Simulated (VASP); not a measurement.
# NaMg6Sb (Amm2) in VASP: further runs

The runs below take NaMg6Sb through single point, with PBE.

Everything below comes from runs of VASP 6.6.1. Logs are shortened: lines on timing, memory, paths and dates and some standing lists are left out, and cuts for length are marked.

### 1 The cell of the first run

The structure is orthorhombic, space group Amm2 (No. 38). The conventional cell has a = 5.165 Å, b = 6.224 Å, c = 11.202 Å, α = 90.00°, β = 90.00°, γ = 90.00°. Within 4.1 Å of Sb (site symmetry mm2) lie 2 Na at 3.11 Å and 10 Mg at 3.16 to 3.21 Å. Within 4.1 Å of Mg (site symmetry mm2) lie 10 Mg at 3.11 to 3.26 Å and 2 Sb at 3.21 Å. Within 4.1 Å of Mg (site symmetry mm2) lie 10 Mg at 3.11 to 3.25 Å and 2 Na at 3.20 Å. Within 4.1 Å of Mg (site symmetry m) lie 8 Mg at 3.10 to 3.26 Å and 2 Sb at 3.16 Å and 2 Na at 3.16 Å. Within 4.1 Å of Mg (site symmetry m) lie 8 Mg at 3.09 to 3.18 Å and 2 Na at 3.19 to 3.22 Å and 2 Sb at 3.19 to 3.21 Å. Within 4.1 Å of Na (site symmetry mm2) lie 2 Sb at 3.11 Å and 10 Mg at 3.16 to 3.22 Å.

### 2 Single point, PBE

Input file INCAR:

```
  PREC = Accurate
  ENCUT = 520
  EDIFF = 1E-7
  ISMEAR = -1
  SIGMA = 0.05
  LREAL = False
  LASPH = True
  NELM = 60
  ALGO = Normal
  ISIF = 2
  LWAVE = False
  LCHARG = False
  GGA = PE
  NBANDS = 22
```

Input file KPOINTS:

```
regular mesh
0
Gamma
  5 5 5
```

Input file POSCAR:

```
NaMg6Sb
1.0
    5.1649431863      0.0000000000      0.0000000000
    0.0000000000      3.1119824561      5.6010563913
    0.0000000000     -3.1119824561      5.6010563913
Sb Mg Na
1 6 1
Direct
    0.0000000000      0.6657290000      0.6657290000
    0.5000000000      0.8362990000      0.8362990000
    0.5000000000      0.3357240000      0.3357240000
    0.5000000000      0.3305960000      0.8318680000
    0.5000000000      0.8318680000      0.3305960000
    0.0000000000      0.1680800000      0.6645300000
    0.0000000000      0.6645300000      0.1680800000
    0.0000000000      0.1671700000      0.1671700000
```

Potentials or basis: VASP PAW PBE potentials, release 64 (Sb, Mg, Na_pv).

Run with:

```sh
$ cat potpaw_PBE.64/Sb/POTCAR potpaw_PBE.64/Mg/POTCAR potpaw_PBE.64/Na_pv/POTCAR > POTCAR
$ mpirun -np 1 vasp_std > vasp.out
```

OUTCAR:

```text
PREC = Accurate
   ENCUT = 520
   EDIFF = 1E-7
   ISMEAR = -1
   LREAL = False
   LASPH = True
   NELM = 60
   ISIF = 2
   GGA = PE

 ion  position               nearest neighbor table
   1  0.000  0.666  0.666-   8 3.11   8 3.11   4 3.16   5 3.16   4 3.16   5 3.16   6 3.19   7 3.19
                             2 3.21   2 3.21   7 3.21   6 3.21
   2  0.500  0.836  0.836-   3 3.11   3 3.11   6 3.15   7 3.15   6 3.15   7 3.15   4 3.15   5 3.15
                             1 3.21   1 3.21   4 3.26   5 3.26
   3  0.500  0.336  0.336-   2 3.11   2 3.11   6 3.14   7 3.14   6 3.14   7 3.14   4 3.16   5 3.16
                             8 3.20   8 3.20   5 3.25   4 3.25
   4  0.500  0.331  0.832-   5 3.10   5 3.12   2 3.15   3 3.16   1 3.16   1 3.16   8 3.16   8 3.16
                             6 3.18   6 3.18   3 3.25   2 3.26
   5  0.500  0.832  0.331-   4 3.10   4 3.12   2 3.15   3 3.16   1 3.16   1 3.16   8 3.16   8 3.16
                             7 3.18   7 3.18   3 3.25   2 3.26
   6  0.000  0.168  0.665-   7 3.09   7 3.13   3 3.14   3 3.14   2 3.15   2 3.15   4 3.18   4 3.18
                             8 3.19   1 3.19   1 3.21   8 3.22
   7  0.000  0.665  0.168-   6 3.09   6 3.13   3 3.14   3 3.14   2 3.15   2 3.15   5 3.18   5 3.18
                             8 3.19   1 3.19   1 3.21   8 3.22
   8  0.000  0.167  0.167-   1 3.11   1 3.11   4 3.16   5 3.16   4 3.16   5 3.16   6 3.19   7 3.19
                             3 3.20   3 3.20   7 3.22   6 3.22

  LATTYP: Found a base centered orthorhombic cell.
 ALAT       =     6.2239649122
 B/A-ratio  =     1.7998354651
 C/A-ratio  =     0.8298477352

  Lattice vectors:

 A1 = (   0.0000000000,   3.1119824561,  -5.6010563913)
 A2 = (   0.0000000000,   3.1119824561,   5.6010563913)
 A3 = (   5.1649431863,   0.0000000000,   0.0000000000)

Analysis of symmetry for initial positions (statically):
=====================================================================
 Subroutine PRICEL returns:
 Original cell was already a primitive cell.

 Routine SETGRP: Setting up the symmetry group for a
 base centered orthorhombic supercell.

 Subroutine GETGRP returns: Found  4 space group operations
 (whereof  4 operations were pure point group operations)
 out of a pool of  8 trial point group operations.

The static configuration has the point symmetry C_2v.

Analysis of symmetry for dynamics (positions and initial velocities):
=====================================================================
 Subroutine PRICEL returns:
 Original cell was already a primitive cell.

 Routine SETGRP: Setting up the symmetry group for a
 base centered orthorhombic supercell.

 Subroutine GETGRP returns: Found  4 space group operations
 (whereof  4 operations were pure point group operations)
 out of a pool of  8 trial point group operations.

The dynamic configuration has the point symmetry C_2v.

 Subroutine INISYM returns: Found  4 space group operations
 (whereof  4 operations are pure point group operations),
 and found     1 'primitive' translations

----------------------------------------------------------------------------------------

                                     Primitive cell

  volume of cell :     180.0539

  direct lattice vectors                    reciprocal lattice vectors
     5.164943186  0.000000000  0.000000000     0.193612972  0.000000000  0.000000000
     0.000000000  3.111982456  5.601056391     0.000000000  0.160669286  0.089268874
     0.000000000 -3.111982456  5.601056391     0.000000000 -0.160669286  0.089268874

  length of vectors
     5.164943186  6.407516485  6.407516485     0.193612972  0.183803024  0.183803024

  position of ions in fractional coordinates (direct lattice)
     0.000000000  0.665729000  0.665729000
     0.500000000  0.836299000  0.836299000
     0.500000000  0.335724000  0.335724000
     0.500000000  0.330596000  0.831868000
     0.500000000  0.831868000  0.330596000
     0.000000000  0.168080000  0.664530000
     0.000000000  0.664530000  0.168080000
     0.000000000  0.167170000  0.167170000

  ion indices of the primitive-cell ions
   primitive index   ion index
                 1           1
                 2           2
                 3           3
                 4           4
                 5           5
                 6           6
                 7           7
                 8           8

----------------------------------------------------------------------------------------

 KPOINTS: regular mesh

Automatic generation of k-mesh.
 Grid dimensions read from file:
 generate k-points for:    5    5    5

 Generating k-lattice:

  Cartesian coordinates                     Fractional coordinates (reciprocal lattice)
     0.038722594  0.000000000  0.000000000     0.200000000  0.000000000  0.000000000
     0.000000000  0.032133857  0.017853775     0.000000000  0.200000000  0.000000000
     0.000000000 -0.032133857  0.017853775     0.000000000  0.000000000  0.200000000

  Length of vectors
     0.038722594  0.036760605  0.036760605

  Shift w.r.t. Gamma in fractional coordinates (k-lattice)
     0.000000000  0.000000000  0.000000000

 Subroutine IBZKPT returns following result:
 ===========================================

 Found     27 irreducible k-points:

 Following reciprocal coordinates:
            Coordinates               Weight
  0.000000  0.000000  0.000000      1.000000
  0.200000  0.000000  0.000000      2.000000
  0.400000  0.000000  0.000000      2.000000
  0.000000  0.200000  0.000000      4.000000
  0.200000  0.200000  0.000000      8.000000
  0.400000  0.200000  0.000000      8.000000
[... 16 lines left out ...]
  0.200000  0.400000  0.400000      4.000000
  0.400000  0.400000  0.400000      4.000000
 [... further k-points ...]
   k-points           NKPTS =     27   k-points in BZ     NKDIM =     27   number of bands    NBANDS=     22
   number of dos      NEDOS =    301   number of ions     NIONS =      8
   total plane-waves  NPLWV =  92160
   dimension x,y,z NGX =    40 NGY =   48 NGZ =   48
   dimension x,y,z NGXF=    80 NGYF=   96 NGZF=   96
   ions per type =               1   6   1
   NGX,Y,Z   is equivalent  to a cutoff of  12.87, 12.45, 12.45 a.u.
   NGXF,Y,Z  is equivalent  to a cutoff of  25.75, 24.91, 24.91 a.u.
 SYSTEM =  unknown system
   PREC   = accura    normal or accurate (medium, high low for compatibility)
   ISTART =      0    job   : 0-new  1-cont  2-samecut
   ICHARG =      2    charge: 1-file 2-atom 10-const
   ISPIN  =      1    spin polarized calculation?
   LNONCOLLINEAR =      F non collinear calculations
   LSORBIT =      F    spin-orbit coupling
   LASPH  =      T    aspherical Exc in radial PAW
   ENCUT  =  520.0 eV  38.22 Ry    6.18 a.u.   9.60 11.91 11.91*2*pi/ulx,y,z
   NELM   =     60;   NELMIN=  2; NELMDL= -5     # of ELM steps
   EDIFF  = 0.1E-06   stopping-criterion for ELM
   LREAL  =      F    real-space projection
   EDIFFG = 0.1E-05   stopping-criterion for IOM
   NSW    =      0    number of steps for IOM
   IBRION =     -1    ionic relax: 0-MD 1-quasi-New 2-CG
   NFREE  =      0    steps in history (QN), initial steepest desc. (CG)
   ISIF   =      2    stress and relaxation
   ISYM   =      2    0-nonsym 1-usesym 2-fastsym
   POTIM  = 0.5000    time-step for ionic-motion
   TEBEG  =    0.0;   TEEND  =   0.0 temperature during run
   PSTRESS=    0.0 pullay stress
   NELECT =      24.0000    total number of electrons
   NUPDOWN=      -1.0000    fix difference up-down
   EMIN   =  10.00;   EMAX   =-10.00  energy-range for DOS
   EFERMI =   0.00;   METHOD = LEGACY
   ISMEAR =    -1;   SIGMA  =   0.05  broadening in eV -4-tet -1-fermi 0-gaus
   EFERMI_NEDOS =   21; number of points for ismear=-14 and -15
   IALGO  =     38    algorithm
   IMIX   =      4    mixing-type and parameters
     AMIX     =   0.40;   BMIX     =  1.00
     AMIX_MAG =   1.60;   BMIX_MAG =  1.00
  volume/ion in A,a.u.               =      22.51       151.88
  Fermi-wavevector in a.u.,A,eV,Ry     =   0.836266  1.580313  9.515106  0.699341
  Thomas-Fermi vector in A             =   1.949962
   LORBIT       =      0    0 simple, 1 ext, 2 COOP (PROOUT), +10 PAW based schemes
   GGA     = PE    functional components
   LHFCALC =     F    Hartree Fock is set to
   AEXX    =    0.0000 exact exchange contribution
   IVDW    =     0    specifies the selected vdW correction
   LEPSILON=     F    determine dielectric tensor
   LRPA    =     F    only Hartree local field effects (RPA)
 non-spin polarized calculation
  energy-cutoff  :      520.00
  volume of cell :      180.05
 maximum number of plane-waves:      4869
 NGX is ok and might be reduce to    40
   NGX = 19   NGY = 23   NGZ = 23

 number of electron      24.0000005 magnetization

 Free energy of the ion-electron system (eV)
  ---------------------------------------------------
  ext. energy  EPLUGINS =         0.00000000
  ---------------------------------------------------
  free energy    TOTEN  =       -14.72243616 eV

  energy without entropy =      -14.70473938  energy(sigma->0) =      -14.71358777

 E-fermi :   3.6494     XC(G=0):  -8.7961

 val. band max:        3.6219544066   @ k =   0.4000   0.0000   0.0000
 cond. band min:       3.6883787028   @ k =   0.4000  -0.2000   0.2000
 fundamental gap:      0.0664242962
 Fermi energy:         3.6494295592

 k-point     1 :       0.0000    0.0000    0.0000
  band No.  band energies     occupation
      1     -20.5739      2.00000
      2     -20.5697      2.00000
      3     -20.5606      2.00000
      4      -6.2022      2.00000
      5      -1.5155      2.00000
      6      -0.0554      2.00000
[... 14 lines left out ...]
     21       7.3683      0.00000
     22       7.3818      0.00000

 k-point     2 :       0.2000    0.0000    0.0000
  band No.  band energies     occupation
      1     -20.5741      2.00000
      2     -20.5697      2.00000
      3     -20.5606      2.00000
      4      -6.1002      2.00000
      5      -1.7288      2.00000
      6       0.0470      2.00000
[... 14 lines left out ...]
     21       8.3912      0.00000
     22       9.0168      0.00000

 k-point     3 :       0.4000    0.0000    0.0000
  band No.  band energies     occupation
      1     -20.5746      2.00000
      2     -20.5696      2.00000
      3     -20.5605      2.00000
      4      -5.9078      2.00000
      5      -2.2819      2.00000
      6       0.1788      2.00000
[... 14 lines left out ...]
     21       9.7206      0.00000
     22      10.2863      0.00000

 k-point     4 :       0.0000    0.2000    0.0000
  band No.  band energies     occupation
      1     -20.5739      2.00000
      2     -20.5697      2.00000
      3     -20.5606      2.00000
      4      -6.1469      2.00000
      5      -1.7322      2.00000
      6      -0.2386      2.00000
[... 14 lines left out ...]
     21       7.6892      0.00000
     22       7.8831      0.00000

 k-point     5 :       0.2000    0.2000    0.0000
  band No.  band energies     occupation
      1     -20.5741      2.00000
      2     -20.5697      2.00000
      3     -20.5606      2.00000
      4      -6.0491      2.00000
      5      -1.7496      2.00000
      6      -0.4514      2.00000
[... 417 lines left out ...]
 k-point    22 :       0.0000    0.4000    0.4000
  band No.  band energies     occupation
      1     -20.5739      2.00000
      2     -20.5697      2.00000
      3     -20.5607      2.00000
      4      -6.0499      2.00000
      5      -2.4159      2.00000
      6      -0.1887      2.00000
[... 14 lines left out ...]
     21       8.2835      0.00000
     22       8.4319      0.00000

 k-point    23 :       0.2000    0.4000    0.4000
  band No.  band energies     occupation
      1     -20.5741      2.00000
      2     -20.5697      2.00000
      3     -20.5607      2.00000
      4      -5.9607      2.00000
      5      -2.2102      2.00000
      6      -0.5859      2.00000
[... 14 lines left out ...]
     21       7.8640      0.00000
     22       8.2749      0.00000

 k-point    24 :       0.4000    0.4000    0.4000
  band No.  band energies     occupation
      1     -20.5746      2.00000
      2     -20.5697      2.00000
      3     -20.5607      2.00000
      4      -5.7968      2.00000
      5      -1.7403      2.00000
      6      -1.3373      2.00000
[... 14 lines left out ...]
     21       7.6141      0.00000
     22       7.8321      0.00000

 [... further k-points ...]

------------------------ aborting loop because EDIFF is reached ----------------------------------------

  FORCE on cell =-STRESS in cart. coord.  units (eV):
  Direction    XX          YY          ZZ          XY          YZ          ZX
  --------------------------------------------------------------------------------------
  -------------------------------------------------------------------------------------
  Total        0.7812048      3.4011681      3.3107740      0.0000000      0.0000000      0.0000000
  in kB        6.9514091     30.2646777     29.4603217      0.0000000      0.0000000      0.0000000
  external PRESSURE =      22.2254695 kB  Pullay stress =       0.0000000 kB

 VOLUME and BASIS-vectors are now :
 -----------------------------------------------------------------------------
  energy-cutoff  :      520.00
  volume of cell :      180.05
      direct lattice vectors                 reciprocal lattice vectors
     5.164943186  0.000000000  0.000000000     0.193612972  0.000000000  0.000000000
     0.000000000  3.111982456  5.601056391     0.000000000  0.160669286  0.089268874
     0.000000000 -3.111982456  5.601056391     0.000000000 -0.160669286  0.089268874

 POSITION                                       TOTAL-FORCE (eV/Angst)
 -----------------------------------------------------------------------------------
      0.00000      0.00000      7.45757         0.000000      0.000000     -0.037160
      2.58247      0.00000      9.36832         0.000000      0.000000      0.157210
      2.58247      0.00000      3.76082         0.000000      0.000000     -0.018335
      2.58247     -1.55995      6.51103         0.000000     -0.131347     -0.084232
      2.58247      1.55995      6.51103         0.000000      0.131347     -0.084232
      0.00000     -1.54494      4.66350         0.000000     -0.035340      0.022425
      0.00000      1.54494      4.66350         0.000000      0.035340      0.022425
      0.00000      0.00000      1.87266         0.000000      0.000000      0.021899
 -----------------------------------------------------------------------------------
    total drift:                               -0.000000     -0.000000      0.000359

  FREE ENERGIE OF THE ION-ELECTRON SYSTEM (eV)
  ---------------------------------------------------
  free  energy   TOTEN  =       -14.7224361612 eV

  energy  without entropy=      -14.7047393761  energy(sigma->0) =      -14.71358777
```

It took 53 s on 1 thread of AMD EPYC 9R45 (Zen 5), shared host; peak memory 0.32 GiB.

Results:

| Quantity | Value |
| --- | --- |
| Free energy | -14.7224 eV |
| Pressure | 2.2 GPa |
| Largest force | 0.157 eV/Å |
| Band gap on the k mesh | zero (bands 12 and 13 overlap by 0.72 eV) |

Forces in eV/Å, atoms in the order of the input:
```
Sb   0.000  0.000 -0.037
Mg   0.000  0.000  0.157
Mg   0.000  0.000 -0.018
Mg   0.000 -0.131 -0.084
Mg   0.000  0.131 -0.084
Mg   0.000 -0.035  0.022
Mg   0.000  0.035  0.022
Na   0.000  0.000  0.022
```

Caveat: spin-orbit coupling is left out, which moves the levels of the heavy elements.

### 3 Single point, PBE

This run uses another cell than the first one, of 22.99 Å³/atom.

Input file INCAR:

```
SYSTEM = NaMg6Sb
  ALGO = Normal
  EDIFF = 1E-7
  ENCUT = 520
  GGA = PE
  ISIF = 2
  ISMEAR = -1
  LASPH = .TRUE.
  LCHARG = .FALSE.
  LREAL = .FALSE.
  LWAVE = .FALSE.
  NBANDS = 22
  NELM = 60
  PREC = Accurate
  SIGMA = 0.05
```

Input file KPOINTS:

```
k-points
0
G
  5 5 5
  0 0 0
```

POSCAR: that of step 2 with these lines changed.

```diff
@@ -2,5 +2,5 @@
 1.0
-    5.1649431863      0.0000000000      0.0000000000
-    0.0000000000      3.1119824561      5.6010563913
-    0.0000000000     -3.1119824561      5.6010563913
+    5.2013172241      0.0000000000      0.0000000000
+    0.0000000000      3.1338985476      5.6405017500
+    0.0000000000     -3.1338985476      5.6405017500
 Sb Mg Na
```

Potentials or basis: VASP PAW PBE potentials, release 64 (Sb, Mg, Na_pv).

Run with:

```sh
$ cat potpaw_PBE.64/Sb/POTCAR potpaw_PBE.64/Mg/POTCAR potpaw_PBE.64/Na_pv/POTCAR > POTCAR
$ mpirun -np 1 vasp_std > vasp.out
```

It took 50 s on 1 thread of AMD EPYC 9R45 (Zen 5), shared host; peak memory 0.32 GiB.

Results (log left out):

```
Free energy            : -14.7649 eV
Pressure               : 1.3 GPa
Largest force          : 0.154 eV/Å
Band gap on the k mesh : zero (bands 12 and 13 overlap by 0.73 eV)
```

Forces on the atoms (eV/Å):
```
Sb   0.000  0.000 -0.044
Mg   0.000  0.000  0.154
Mg   0.000  0.000 -0.008
Mg   0.000 -0.120 -0.083
Mg   0.000  0.120 -0.083
Mg   0.000 -0.029  0.020
Mg   0.000  0.029  0.020
Na   0.000  0.000  0.022
```

Stress tensor (GPa, compression positive):
```
-0.11  0.00  0.00
 0.00  2.06  0.00
 0.00  0.00  2.06
```

Levels at points of the mesh, in eV from the Fermi level:
```
           k point  band 10  band 11  band 12  band 13  band 14  band 15
(0.00, 0.00, 0.00)    -1.90    -1.79    -0.95     0.68     1.73     1.99
```

Caveat: spin-orbit coupling is left out, which moves the levels of the heavy elements.

The gap in the log of VASP goes by the Fermi energy; the results here count the filled bands.